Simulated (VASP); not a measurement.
# Ba5HfO2 (P1) in VASP: single point with PBE

Aim: the single point of Ba5HfO2 with PBE.

Everything below comes from runs of VASP 6.6.1. Logs are shortened: lines on timing, memory, paths and dates and some standing lists are left out, and cuts for length are marked.

## Step 1: The cell of the first run

The typed cell holds 8 atoms: a = 7.421 Å, b = 7.429 Å, c = 7.670 Å, α = 65.62°, β = 65.69°, γ = 65.10°.

## Step 2: Single point, PBE

INCAR

```
PREC = Accurate
ENCUT = 520
EDIFF = 1E-6
ISMEAR = 0
SIGMA = 0.2
LREAL = F
LASPH = T
NELM = 60
ALGO = Normal
ISIF = 2
LWAVE = F
LCHARG = T
GGA = PE
LELF = T
LVHAR = T
NBANDS = 46
```

KPOINTS

```
regular mesh
0
Gamma
  3 3 3
```

POSCAR

```
Ba5HfO2
1.0
    3.9913562109      2.2886351758      5.8222894296
   -3.9984342361      2.2876806505      5.8288420476
   -0.0058222013     -4.8565852533      5.9369731334
Ba Hf O
5 1 2
Direct
    0.4871927592      0.5139096020      0.0002684166
   -0.0140998065      0.4030271958      0.5161877320
    0.5967797119      0.0134999228      0.4828311676
    0.8825036985      0.8127015005      0.9399907816
    0.1885279663      0.1187328427      0.0585988902
    0.3727000842      0.6258911294      0.5010410488
    0.5925355979      0.6054196108      0.5876389224
    0.3938599884      0.4068181961      0.4134430408
```

Potentials or basis: VASP PAW PBE potentials, release 64 (Ba_sv, Hf_pv, O).

The run is started by

```bash
> cat potpaw_PBE.64/Ba_sv/POTCAR potpaw_PBE.64/Hf_pv/POTCAR potpaw_PBE.64/O/POTCAR > POTCAR
> mpirun -np 1 vasp_std > vasp.out
```

OUTCAR:

```text
PREC = Accurate
   ENCUT = 520
   EDIFF = 1E-6
   ISMEAR = 0
   LREAL = F
   LASPH = T
   NELM = 60
   ISIF = 2
   GGA = PE

 ion  position               nearest neighbor table
   1  0.487  0.514  0.000-   7 2.78   8 2.78   6 3.94   6 3.94   3 4.09   2 4.10   4 4.16   5 4.16
                             4 4.21   5 4.21   3 4.23   2 4.24
   2  0.986  0.403  0.516-   7 2.60   8 2.81   6 3.82   1 4.10   6 4.17   3 4.19   3 4.20   1 4.24
                             5 4.26   4 4.37   5 4.39   4 4.40
   3  0.597  0.013  0.483-   8 2.60   7 2.81   6 3.82   1 4.09   6 4.18   2 4.19   2 4.20   1 4.23
                             4 4.26   5 4.37   4 4.39   5 4.42
   4  0.883  0.813  0.940-   6 4.00   1 4.16   1 4.21   3 4.26   5 4.35   2 4.37   3 4.39   2 4.40
                             5 4.53   5 4.53
   5  0.189  0.119  0.059-   6 4.02   1 4.16   1 4.21   2 4.26   4 4.35   3 4.37   2 4.39   3 4.42
                             4 4.53   4 4.53
   6  0.373  0.626  0.501-   7 1.93   8 1.93   2 3.82   3 3.82   1 3.94   1 3.94   4 4.00   5 4.02
                             2 4.17   3 4.18
   7  0.593  0.605  0.588-   6 1.93   2 2.60   1 2.78   3 2.81
   8  0.394  0.407  0.413-   6 1.93   3 2.60   1 2.78   2 2.81

  LATTYP: Found a triclinic cell.
 ALAT       =    12.6912468792
 B/A-ratio  =     0.6043802727
 C/A-ratio  =     0.6295514749
 COS(alpha) =     0.0014694862
 COS(beta)  =     0.3162976361
 COS(gamma) =     0.8459782980

  Lattice vectors:

 A1 = (   4.0042564374,   2.5689046028, -11.7658151810)
 A2 = (   0.0058222013,   4.8565852533,  -5.9369731334)
 A3 = (   7.9897904470,   0.0009545253,  -0.0065526180)

Analysis of symmetry for initial positions (statically):
=====================================================================
 Subroutine PRICEL returns:
 Original cell was already a primitive cell.

 Routine SETGRP: Setting up the symmetry group for a
 triclinic supercell.

 Subroutine GETGRP returns: Found  1 space group operations
 (whereof  1 operations were pure point group operations)
 out of a pool of  2 trial point group operations.

The static configuration has the point symmetry C_1 .

Analysis of symmetry for dynamics (positions and initial velocities):
=====================================================================
 Subroutine PRICEL returns:
 Original cell was already a primitive cell.

 Routine SETGRP: Setting up the symmetry group for a
 triclinic supercell.

 Subroutine GETGRP returns: Found  1 space group operations
 (whereof  1 operations were pure point group operations)
 out of a pool of  2 trial point group operations.

The dynamic configuration has the point symmetry C_1 .

 Subroutine INISYM returns: Found  1 space group operations
 (whereof  1 operations are pure point group operations),
 and found     1 'primitive' translations

----------------------------------------------------------------------------------------

                                     Primitive cell

  volume of cell :     334.5890

  direct lattice vectors                    reciprocal lattice vectors
     3.991356211  2.288635176  5.822289430     0.125198895  0.070847109  0.058077399
    -3.998434236  2.287680651  5.828842048    -0.125120720  0.070924258  0.057895028
    -0.005822201 -4.856585253  5.936973133     0.000061431 -0.139111068  0.054639896

  length of vectors
     7.420770147  7.429425194  7.670339250     0.155135619  0.155039606  0.149457055

  position of ions in fractional coordinates (direct lattice)
     0.487192759  0.513909602  0.000268417
     0.985900194  0.403027196  0.516187732
     0.596779712  0.013499923  0.482831168
     0.882503699  0.812701500  0.939990782
     0.188527966  0.118732843  0.058598890
     0.372700084  0.625891129  0.501041049
     0.592535598  0.605419611  0.587638922
     0.393859988  0.406818196  0.413443041

  ion indices of the primitive-cell ions
   primitive index   ion index
                 1           1
                 2           2
                 3           3
                 4           4
                 5           5
                 6           6
                 7           7
                 8           8

----------------------------------------------------------------------------------------

 KPOINTS: regular mesh

Automatic generation of k-mesh.
 Grid dimensions read from file:
 generate k-points for:    3    3    3

 Generating k-lattice:

  Cartesian coordinates                     Fractional coordinates (reciprocal lattice)
     0.041732965  0.023615703  0.019359133     0.333333333  0.000000000  0.000000000
    -0.041706907  0.023641419  0.019298343     0.000000000  0.333333333  0.000000000
     0.000020477 -0.046370356  0.018213299     0.000000000 -0.000000000  0.333333333

  Length of vectors
     0.051711873  0.051679869  0.049819018

  Shift w.r.t. Gamma in fractional coordinates (k-lattice)
     0.000000000  0.000000000  0.000000000

 Subroutine IBZKPT returns following result:
 ===========================================

 Found     14 irreducible k-points:

 Following reciprocal coordinates:
            Coordinates               Weight
  0.000000  0.000000  0.000000      1.000000
  0.333333 -0.000000  0.000000      2.000000
 -0.000000  0.333333  0.000000      2.000000
  0.333333  0.333333  0.000000      2.000000
 -0.333333  0.333333  0.000000      2.000000
 -0.000000 -0.000000  0.333333      2.000000
  0.333333 -0.000000  0.333333      2.000000
 -0.333333 -0.000000  0.333333      2.000000
  0.000000  0.333333  0.333333      2.000000
  0.333333  0.333333  0.333333      2.000000
 -0.333333  0.333333  0.333333      2.000000
  0.000000 -0.333333  0.333333      2.000000
  0.333333 -0.333333  0.333333      2.000000
 -0.333333 -0.333333  0.333333      2.000000
   k-points           NKPTS =     14   k-points in BZ     NKDIM =     14   number of bands    NBANDS=     46
   number of dos      NEDOS =    301   number of ions     NIONS =      8
   total plane-waves  NPLWV = 188160
   dimension x,y,z NGX =    56 NGY =   56 NGZ =   60
   dimension x,y,z NGXF=   112 NGYF=  112 NGZF=  120
   ions per type =               5   1   2
   NGX,Y,Z   is equivalent  to a cutoff of  12.55, 12.53, 13.00 a.u.
   NGXF,Y,Z  is equivalent  to a cutoff of  25.09, 25.06, 26.01 a.u.
 SYSTEM =  unknown system
   PREC   = accura    normal or accurate (medium, high low for compatibility)
   ISTART =      0    job   : 0-new  1-cont  2-samecut
   ICHARG =      2    charge: 1-file 2-atom 10-const
   ISPIN  =      1    spin polarized calculation?
   LNONCOLLINEAR =      F non collinear calculations
   LSORBIT =      F    spin-orbit coupling
   LASPH  =      T    aspherical Exc in radial PAW
   ENCUT  =  520.0 eV  38.22 Ry    6.18 a.u.  13.80 13.81 14.26*2*pi/ulx,y,z
   NELM   =     60;   NELMIN=  2; NELMDL= -5     # of ELM steps
   EDIFF  = 0.1E-05   stopping-criterion for ELM
   LREAL  =      F    real-space projection
   EDIFFG = 0.1E-04   stopping-criterion for IOM
   NSW    =      0    number of steps for IOM
   IBRION =     -1    ionic relax: 0-MD 1-quasi-New 2-CG
   NFREE  =      0    steps in history (QN), initial steepest desc. (CG)
   ISIF   =      2    stress and relaxation
   ISYM   =      2    0-nonsym 1-usesym 2-fastsym
   POTIM  = 0.5000    time-step for ionic-motion
   TEBEG  =    0.0;   TEEND  =   0.0 temperature during run
   PSTRESS=    0.0 pullay stress
   NELECT =      72.0000    total number of electrons
   NUPDOWN=      -1.0000    fix difference up-down
   EMIN   =  10.00;   EMAX   =-10.00  energy-range for DOS
   EFERMI =   0.00;   METHOD = LEGACY
   ISMEAR =     0;   SIGMA  =   0.20  broadening in eV -4-tet -1-fermi 0-gaus
   EFERMI_NEDOS =   21; number of points for ismear=-14 and -15
   IALGO  =     38    algorithm
   IMIX   =      4    mixing-type and parameters
     AMIX     =   0.40;   BMIX     =  1.00
     AMIX_MAG =   1.60;   BMIX_MAG =  1.00
  volume/ion in A,a.u.               =      41.82       282.24
  Fermi-wavevector in a.u.,A,eV,Ry     =   0.981029  1.853876 13.094488  0.962418
  Thomas-Fermi vector in A             =   2.112004
   LORBIT       =      0    0 simple, 1 ext, 2 COOP (PROOUT), +10 PAW based schemes
   GGA     = PE    functional components
   LHFCALC =     F    Hartree Fock is set to
   AEXX    =    0.0000 exact exchange contribution
   IVDW    =     0    specifies the selected vdW correction
   LEPSILON=     F    determine dielectric tensor
   LRPA    =     F    only Hartree local field effects (RPA)
 non-spin polarized calculation
 Gauss-broadening in eV      SIGMA  =   0.20
  energy-cutoff  :      520.00
  volume of cell :      334.59
 maximum number of plane-waves:      9028
   NGX = 27   NGY = 27   NGZ = 29

 number of electron      72.0000001 magnetization

 Free energy of the ion-electron system (eV)
  ---------------------------------------------------
  ext. energy  EPLUGINS =         0.00000000
  ---------------------------------------------------
  free energy    TOTEN  =       -38.62871235 eV

  energy without entropy =      -38.46102246  energy(sigma->0) =      -38.54486740

 E-fermi :   2.1714     XC(G=0):  -7.9510

 val. band max:        2.1599162185   @ k =  -0.3333  -0.3333   0.3333
 cond. band min:       2.2438365652   @ k =   0.3333  -0.0000   0.3333
 fundamental gap:      0.0839203467
 Fermi energy:         2.1713880321

 k-point     1 :       0.0000    0.0000    0.0000
  band No.  band energies     occupation
      1     -29.6756      2.00000
      2     -29.6388      2.00000
      3     -29.4462      2.00000
      4     -26.5427      2.00000
      5     -26.5156      2.00000
      6     -26.4082      2.00000
[... 38 lines left out ...]
     45       3.8204      0.00000
     46       4.2128      0.00000

 k-point     2 :       0.3333   -0.0000    0.0000
  band No.  band energies     occupation
      1     -29.6758      2.00000
      2     -29.6388      2.00000
      3     -29.4462      2.00000
      4     -26.5361      2.00000
      5     -26.5200      2.00000
      6     -26.3981      2.00000
[... 38 lines left out ...]
     45       3.9026      0.00000
     46       4.0407      0.00000

 k-point     3 :      -0.0000    0.3333    0.0000
  band No.  band energies     occupation
      1     -29.6758      2.00000
      2     -29.6388      2.00000
      3     -29.4462      2.00000
      4     -26.5361      2.00000
      5     -26.5200      2.00000
      6     -26.3977      2.00000
[... 38 lines left out ...]
     45       3.9018      0.00000
     46       4.0406      0.00000

 k-point     4 :       0.3333    0.3333    0.0000
  band No.  band energies     occupation
      1     -29.6760      2.00000
      2     -29.6388      2.00000
      3     -29.4462      2.00000
      4     -26.5338      2.00000
      5     -26.5212      2.00000
      6     -26.4034      2.00000
[... 430 lines left out ...]
     45       3.9965      0.00000
     46       4.1215      0.00000

 k-point    13 :       0.3333   -0.3333    0.3333
  band No.  band energies     occupation
      1     -29.6761      2.00000
      2     -29.6387      2.00000
      3     -29.4463      2.00000
      4     -26.5290      2.00000
      5     -26.5246      2.00000
      6     -26.3977      2.00000
[... 38 lines left out ...]
     45       3.8504      0.00000
     46       3.9335      0.00000

 k-point    14 :      -0.3333   -0.3333    0.3333
  band No.  band energies     occupation
      1     -29.6761      2.00000
      2     -29.6387      2.00000
      3     -29.4463      2.00000
      4     -26.5319      2.00000
      5     -26.5214      2.00000
      6     -26.4051      2.00000
[... 38 lines left out ...]
     45       3.8056      0.00000
     46       4.0410      0.00000

------------------------ aborting loop because EDIFF is reached ----------------------------------------

  FORCE on cell =-STRESS in cart. coord.  units (eV):
  Direction    XX          YY          ZZ          XY          YZ          ZX
  --------------------------------------------------------------------------------------
  -------------------------------------------------------------------------------------
  Total        0.5692071      0.5607667     -0.1075057      0.0039201     -0.0353791      0.0048708
  in kB        2.7256451      2.6852283     -0.5147906      0.0187713     -0.1694126      0.0233236
  external PRESSURE =       1.6320276 kB  Pullay stress =       0.0000000 kB

 VOLUME and BASIS-vectors are now :
 -----------------------------------------------------------------------------
  energy-cutoff  :      520.00
  volume of cell :      334.59
      direct lattice vectors                 reciprocal lattice vectors
     3.991356211  2.288635176  5.822289430     0.125198895  0.070847109  0.058077399
    -3.998434236  2.287680651  5.828842048    -0.125120720  0.070924258  0.057895028
    -0.005822201 -4.856585253  5.936973133     0.000061431 -0.139111068  0.054639896

 POSITION                                       TOTAL-FORCE (eV/Angst)
 -----------------------------------------------------------------------------------
     -0.11028      2.28936      5.83367         0.011366      0.000926     -0.003246
      2.32060      0.67145     11.15397         0.089378      0.005467     -0.010817
      2.32517     -0.94822      6.41987         0.090142     -0.009060      0.012441
      0.26738     -0.68621     15.45600        -0.007231     -0.004327      0.002310
      0.27740      0.41850      2.13764        -0.006764     -0.000613     -0.003425
     -1.01792     -0.14854      8.79286         0.154338      0.007543      0.001553
     -0.05913     -0.11281     10.46761        -0.167281     -0.010058     -0.216160
     -0.05701     -0.17585      7.11905        -0.163946      0.010121      0.217344
 -----------------------------------------------------------------------------------
    total drift:                                0.000018      0.000017      0.000011

  FREE ENERGIE OF THE ION-ELECTRON SYSTEM (eV)
  ---------------------------------------------------
  free  energy   TOTEN  =       -38.6287123466 eV

  energy  without entropy=      -38.4610224613  energy(sigma->0) =      -38.54486740
```

Run time: 3.2 min. Hardware: 1 thread of Intel Xeon 6975P-C (Granite Rapids), shared host; peak memory 0.55 GiB.

What came out:

```
Free energy            : -38.6287 eV
Pressure               : 0.2 GPa
Largest force          : 0.274 eV/Å
Band gap on the k mesh : zero (bands 36 and 37 overlap by 0.25 eV)
```

Forces on the atoms (eV/Å):
```
Ba   0.011  0.001 -0.003
Ba   0.089  0.005 -0.011
Ba   0.090 -0.009  0.012
Ba  -0.007 -0.004  0.002
Ba  -0.007 -0.001 -0.003
Hf   0.154  0.008  0.002
O   -0.167 -0.010 -0.216
O   -0.164  0.010  0.217
```

Stress tensor (GPa, compression positive):
```
 0.27  0.00  0.00
 0.00  0.27 -0.02
 0.00 -0.02 -0.05
```

Levels at points of the mesh, in eV from the Fermi level:
```
           k point  band 34  band 35  band 36  band 37  band 38  band 39
(0.00, 0.00, 0.00)    -0.47    -0.08     0.23     0.40     0.43     0.51
```

Caveat: spin-orbit coupling is left out, which moves the levels of the heavy elements.
